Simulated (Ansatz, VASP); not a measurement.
## Two plane-wave programs on BN

```xyz
2
Lattice="0.0000 1.7458 1.7458 1.7458 0.0000 1.7458 1.7458 1.7458 0.0000" Properties=species:S:1:pos:R:3 pbc="T T T"
B     0.0000    0.0000    0.0000
N     1.7458    1.7458    1.7458
```

Alike in both runs: task single point; functional HSE06; k mesh 6 × 6 × 6; occupations gaussian, width 0.05 eV; no spin polarisation.

|  | VASP | Ansatz |
| --- | --- | --- |
| version | VASP 6.6.1 | Ansatz 0.2.0 |
| potentials or method | VASP PAW PBE potentials, release 64 (B, N) | plane waves |
| plane-wave cutoff (eV) | 520 | 420 |
| valence electrons in the cell | 8 | 8 |

```csv
,VASP,Ansatz,Ansatz less VASP
gap on the k mesh at the Fermi level (eV),2.17,2.18,+0.010
pressure (GPa),-8.2,-8.4,-0.23
```

The functional is the same, so the differences come from potentials, cutoffs and numerics. Ansatz's warnings: stress exchange threshold loose, stress scf threshold loose.

The k mesh is coarse, so the values compare programs but aren't converged.
